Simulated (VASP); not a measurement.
# SiC (P1) in VASP: a series of runs

Runs on SiC. Level: r2SCAN. Tasks: single point.

Program: VASP 6.6.1. These are calculated values, not measurements. Logs are shortened: lines on timing, memory, paths and dates and some standing lists are left out, and cuts for length are marked.

### 1 The cell of the first run

The typed cell holds 4 atoms: a = 3.075 Å, b = 3.075 Å, c = 5.048 Å, α = 90.00°, β = 90.00°, γ = 120.00°.

### 2 Single point, r2SCAN (atom 3 (C) moved by (-0.100, +0.100) A along [1 1 0] and z)

File POSCAR:

```
SiC
1.0
    3.0751950076      0.0000000000      0.0000000000
   -1.5375975038      2.6631969982      0.0000000000
    0.0000000000      0.0000000000      5.0481668526
Si C
2 2
Direct
    0.3333333333      0.6666666667      0.0046028828
    0.6666666667      0.3333333333      0.5046028828
    0.2970639238      0.6401156161      0.4002062881
    0.6666666667      0.3333333333      0.8803971172
```

File INCAR.step1:

```
PREC = Accurate
ENCUT = 520
ISMEAR = 0
SIGMA = 0.05
LREAL = False
LASPH = True
NELM = 100
NBANDS = 16
GGA = PE
ALGO = Normal
EDIFF = 1E-4
LWAVE = True
LCHARG = False
```

File INCAR.step2:

```
PREC = Accurate
ENCUT = 520
EDIFF = 1E-6
ISMEAR = 0
SIGMA = 0.05
LREAL = False
LASPH = True
NELM = 100
ALGO = Normal
ISIF = 2
LWAVE = False
LCHARG = True
METAGGA = R2SCAN
LMIXTAU = True
LELF = True
LVHAR = True
NBANDS = 16
ISTART = 1
```

File KPOINTS:

```
Automatic mesh
0
Gamma
  12 12 6
```

Potentials or basis: VASP PAW PBE potentials, release 64 (Si, C).

Run with:

```bash
cat potpaw_PBE.64/Si/POTCAR potpaw_PBE.64/C/POTCAR > POTCAR
cp INCAR.step1 INCAR
mpirun -np 1 vasp_std > vasp.out
cp INCAR.step2 INCAR
mpirun -np 1 vasp_std > vasp.out
```

OUTCAR:

```text
PREC = Accurate
   ENCUT = 520
   EDIFF = 1E-6
   ISMEAR = 0
   LREAL = False
   LASPH = True
   NELM = 100
   ISIF = 2
   METAGGA = R2SCAN
   ISTART = 1

 ion  position               nearest neighbor table
   1  0.333  0.667  0.005-   4 1.88   4 1.88   4 1.88   3 2.00   2 3.09   2 3.09   2 3.09   2 3.09
                             2 3.09   2 3.09
   2  0.667  0.333  0.505-   3 1.76   3 1.88   4 1.90   3 1.92   1 3.09   1 3.09   1 3.09   1 3.09
                             1 3.09   1 3.09
   3  0.297  0.640  0.400-   2 1.76   2 1.88   2 1.92   1 2.00
   4  0.667  0.333  0.880-   1 1.88   1 1.88   1 1.88   2 1.90

  LATTYP: Found a hexagonal cell.
 ALAT       =     3.0751950076
 C/A-ratio  =     1.6415761733

  Lattice vectors:

 A1 = (   3.0751950076,   0.0000000000,   0.0000000000)
 A2 = (  -1.5375975038,   2.6631969982,   0.0000000000)
 A3 = (   0.0000000000,   0.0000000000,   5.0481668526)

Analysis of symmetry for initial positions (statically):
=====================================================================
 Subroutine PRICEL returns:
 Original cell was already a primitive cell.

 Routine SETGRP: Setting up the symmetry group for a
 hexagonal supercell.

 Subroutine GETGRP returns: Found  1 space group operations
 (whereof  1 operations were pure point group operations)
 out of a pool of 24 trial point group operations.

The static configuration has the point symmetry C_1 .

Analysis of symmetry for dynamics (positions and initial velocities):
=====================================================================
 Subroutine PRICEL returns:
 Original cell was already a primitive cell.

 Routine SETGRP: Setting up the symmetry group for a
 hexagonal supercell.

 Subroutine GETGRP returns: Found  1 space group operations
 (whereof  1 operations were pure point group operations)
 out of a pool of 24 trial point group operations.

The dynamic configuration has the point symmetry C_1 .

 Subroutine INISYM returns: Found  1 space group operations
 (whereof  1 operations are pure point group operations),
 and found     1 'primitive' translations

----------------------------------------------------------------------------------------

                                     Primitive cell

  volume of cell :      41.3437

[... 91 lines left out ...]
   NELM   =    100;   NELMIN=  2; NELMDL=  0     # of ELM steps
   EDIFF  = 0.1E-05   stopping-criterion for ELM
   LREAL  =      F    real-space projection
   EDIFFG = 0.1E-04   stopping-criterion for IOM
   NSW    =      0    number of steps for IOM
   IBRION =     -1    ionic relax: 0-MD 1-quasi-New 2-CG
   NFREE  =      0    steps in history (QN), initial steepest desc. (CG)
   ISIF   =      2    stress and relaxation
   ISYM   =      2    0-nonsym 1-usesym 2-fastsym
   POTIM  = 0.5000    time-step for ionic-motion
   TEBEG  =    0.0;   TEEND  =   0.0 temperature during run
   PSTRESS=    0.0 pullay stress
   NELECT =      16.0000    total number of electrons
   NUPDOWN=      -1.0000    fix difference up-down
   EMIN   =  10.00;   EMAX   =-10.00  energy-range for DOS
   EFERMI =   0.00;   METHOD = LEGACY
   ISMEAR =     0;   SIGMA  =   0.05  broadening in eV -4-tet -1-fermi 0-gaus
   EFERMI_NEDOS =   21; number of points for ismear=-14 and -15
   IALGO  =     38    algorithm
   IMIX   =      4    mixing-type and parameters
     AMIX     =   0.40;   BMIX     =  1.00
     AMIX_MAG =   1.60;   BMIX_MAG =  1.00
  volume/ion in A,a.u.               =      10.34        69.75
  Fermi-wavevector in a.u.,A,eV,Ry     =   1.193012  2.254466 19.364879  1.423278
  Thomas-Fermi vector in A             =   2.329037
   LORBIT       =      0    0 simple, 1 ext, 2 COOP (PROOUT), +10 PAW based schemes
   METAGGA = R2SCAN    functional components
   LHFCALC =     F    Hartree Fock is set to
   AEXX    =    0.0000 exact exchange contribution
   IVDW    =     0    specifies the selected vdW correction
   LEPSILON=     F    determine dielectric tensor
   LRPA    =     F    only Hartree local field effects (RPA)
 non-spin polarized calculation
 Gauss-broadening in eV      SIGMA  =   0.05
  energy-cutoff  :      520.00
  volume of cell :       41.34
 maximum number of plane-waves:      1126
   NGX = 11   NGY = 11   NGZ = 19

 number of electron      16.0000000 magnetization

 Free energy of the ion-electron system (eV)
  ---------------------------------------------------
  ext. energy  EPLUGINS =         0.00000000
  ---------------------------------------------------
  free energy    TOTEN  =       -38.39651286 eV

  energy without entropy =      -38.39651286  energy(sigma->0) =      -38.39651286

 E-fermi :   8.6331     XC(G=0): -11.9288

 val. band max:        8.3583631372   @ k =   0.0000   0.0000   0.0000
 cond. band min:      10.9885105970   @ k =   0.3333   0.3333   0.0000
 fundamental gap:      2.6301474599
 Fermi energy:         8.6331399377

 k-point     1 :       0.0000    0.0000    0.0000
  band No.  band energies     occupation
      1      -8.2271      2.00000
      2      -4.6525      2.00000
      3      -0.6863      2.00000
      4       6.3153      2.00000
      5       6.9037      2.00000
      6       7.9304      2.00000
[... 433 lines left out ...]
      3       0.0835      2.00000
      4       3.6728      2.00000
      5       4.8276      2.00000
      6       5.9752      2.00000
[... 8 lines left out ...]
     15      18.7233      0.00000
     16      19.6365      0.00000

 [... further k-points ...]

------------------------ aborting loop because EDIFF is reached ----------------------------------------

  FORCE on cell =-STRESS in cart. coord.  units (eV):
  Direction    XX          YY          ZZ          XY          YZ          ZX
  --------------------------------------------------------------------------------------
  -------------------------------------------------------------------------------------
  Total        1.6837017     -0.1012213     -0.4632547      0.9965622     -0.3777616     -0.5386691
  in kB       65.2478312     -3.9225899    -17.9523265     38.6193825    -14.6392458    -20.8748306
  external PRESSURE =      14.4576382 kB  Pullay stress =       0.0000000 kB

 VOLUME and BASIS-vectors are now :
 -----------------------------------------------------------------------------
  energy-cutoff  :      520.00
  volume of cell :       41.34
      direct lattice vectors                 reciprocal lattice vectors
     3.075195008  0.000000000  0.000000000     0.325182630  0.187744279  0.000000000
    -1.537597504  2.663196998  0.000000000     0.000000000  0.375488558  0.000000000
     0.000000000  0.000000000  5.048166853     0.000000000  0.000000000  0.198091709

 POSITION                                       TOTAL-FORCE (eV/Angst)
 -----------------------------------------------------------------------------------
     -0.00000      1.77546      0.02324        -0.188860     -0.185065      0.587070
      1.53760      0.88773      2.54732        -1.851233     -1.507582      1.110457
     -0.07071      1.70475      2.02031         2.057146      1.704060     -2.359313
      1.53760      0.88773      4.44439        -0.017053     -0.011413      0.661786
 -----------------------------------------------------------------------------------
    total drift:                               -0.000037     -0.000021     -0.000364

  FREE ENERGIE OF THE ION-ELECTRON SYSTEM (eV)
  ---------------------------------------------------
  free  energy   TOTEN  =       -38.3965128564 eV

  energy  without entropy=      -38.3965128564  energy(sigma->0) =      -38.39651286
```

Run time: 17 min. Hardware: 1 thread of Oxide Virtual Turin-like, shared host; peak memory 0.32 GiB.

What came out:

```yaml
Free_energy: -38.3965 eV
Pressure: 1.4 GPa
Largest_force: 3.564 eV/Å
Band_gap_on_the_k_mesh: 2.63 eV (least direct gap 4.49 eV)
```

Forces in eV/Å, atoms in the order of the input:
```
Si  -0.189 -0.185  0.587
Si  -1.851 -1.508  1.110
C    2.057  1.704 -2.359
C   -0.017 -0.011  0.662
```

Stress tensor (GPa, compression positive):
```
 6.52  3.86 -2.09
 3.86 -0.39 -1.46
-2.09 -1.46 -1.80
```

Caveat: the cell differs from its parent crystal (atom 3 (C) moved by (-0.100, +0.100) A along [1 1 0] and z); the stress differs along the axes, from -2 to 7 GPa; the PAW data sets were made with another functional, which shifts forces and pressure a little. A k mesh can miss the band edges.

### 3 Single point, r2SCAN (atom 3 (C) moved by (+0.100, -0.100) A along [1 1 0] and z)

Changes to POSCAR since step 2:

```diff
@@ -10,3 +10,3 @@
     0.6666666667      0.3333333333      0.5046028828
-    0.2970639238      0.6401156161      0.4002062881
+    0.3696027429      0.6932177172      0.3605879463
     0.6666666667      0.3333333333      0.8803971172
```

File INCAR.step1:

```
SYSTEM = SiC
PREC     = Accurate       ! precision mode
ENCUT    = 520            ! plane-wave cutoff, eV
ISMEAR   = 0              ! smearing method
SIGMA    = 0.05           ! smearing width, eV
LREAL    = .FALSE.        ! projectors in reciprocal space
LASPH    = .TRUE.         ! aspherical terms in the spheres
NELM     = 100            ! most SCF steps
NBANDS   = 16             ! bands
GGA      = PE             ! functional
ALGO     = Normal         ! electronic algorithm
EDIFF    = 1E-4           ! SCF threshold, eV
LWAVE    = .TRUE.         ! write WAVECAR
LCHARG   = .FALSE.        ! write CHGCAR
```

File INCAR.step2:

```
SYSTEM = SiC
PREC     = Accurate       ! precision mode
ENCUT    = 520            ! plane-wave cutoff, eV
EDIFF    = 1E-6           ! SCF threshold, eV
ISMEAR   = 0              ! smearing method
SIGMA    = 0.05           ! smearing width, eV
LREAL    = .FALSE.        ! projectors in reciprocal space
LASPH    = .TRUE.         ! aspherical terms in the spheres
NELM     = 100            ! most SCF steps
ALGO     = Normal         ! electronic algorithm
ISIF     = 2              ! what is computed and relaxed
LWAVE    = .FALSE.        ! write WAVECAR
LCHARG   = .FALSE.        ! write CHGCAR
METAGGA  = R2SCAN         ! meta-GGA
LMIXTAU  = .TRUE.       
NBANDS   = 16             ! bands
ISTART   = 1
```

File KPOINTS:

```
Automatic mesh
0
G
  12 12 6
  0 0 0
```

Potentials or basis: VASP PAW PBE potentials, release 64 (Si, C).

Run with:

```bash
cat potpaw_PBE.64/Si/POTCAR potpaw_PBE.64/C/POTCAR > POTCAR
cp INCAR.step1 INCAR
mpirun -np 1 vasp_std > vasp.out
cp INCAR.step2 INCAR
mpirun -np 1 vasp_std > vasp.out
```

Wall time 14 min (1 thread of Oxide Virtual Turin-like, shared host); peak memory 0.32 GiB.

It converged, with:

```
Free energy            : -38.4260 eV
Pressure               : 1.1 GPa
Largest force          : 3.064 eV/Å
Band gap on the k mesh : 2.07 eV (least direct gap 4.26 eV)
```

Forces on the atoms (eV/Å):
```
Si   0.124  0.126 -1.192
Si   0.769  0.992 -0.864
C   -0.886 -1.116  2.712
C   -0.006 -0.001 -0.657
```

Stress tensor (GPa, compression positive):
```
-2.71 -1.48  1.12
-1.48  0.82  1.62
 1.12  1.62  5.25
```

Levels at points of the mesh, in eV from the valence-band top:
```
           k point  band 5  band 6  band 7  band 8  band 9  band 10  band 11  band 12
(0.00, 0.00, 0.00)   -1.47   -0.78   -0.28    0.00    5.08     6.35     6.87     6.90
(0.50, 0.00, 0.00)   -6.22   -3.84   -3.63   -1.54    2.91     3.76     6.93     7.06
(0.00, 0.50, 0.00)   -6.01   -4.08   -3.67   -1.31    2.95     4.43     6.98     7.21
(0.50, 0.50, 0.00)   -6.09   -3.98   -3.68   -1.37    2.94     4.24     6.92     7.17
(0.00, 0.00, 0.50)   -1.25   -1.13   -1.05   -0.44    6.08     6.26     7.24     7.53
(0.50, 0.00, 0.50)   -3.17   -3.02   -2.83   -2.75    3.34     3.48     5.47     5.57
(0.00, 0.50, 0.50)   -3.07   -2.94   -2.74   -2.39    3.25     3.29     5.33     5.77
(0.50, 0.50, 0.50)   -3.14   -2.96   -2.77   -2.41    3.26     3.32     5.37     5.69
```

Caveat: the cell differs from its parent crystal (atom 3 (C) moved by (+0.100, -0.100) A along [1 1 0] and z); the stress differs along the axes, from -3 to 5 GPa; the PAW data sets were made with another functional, which shifts forces and pressure a little. A k mesh can miss the band edges.

(Part 1 of 3 ends here.)
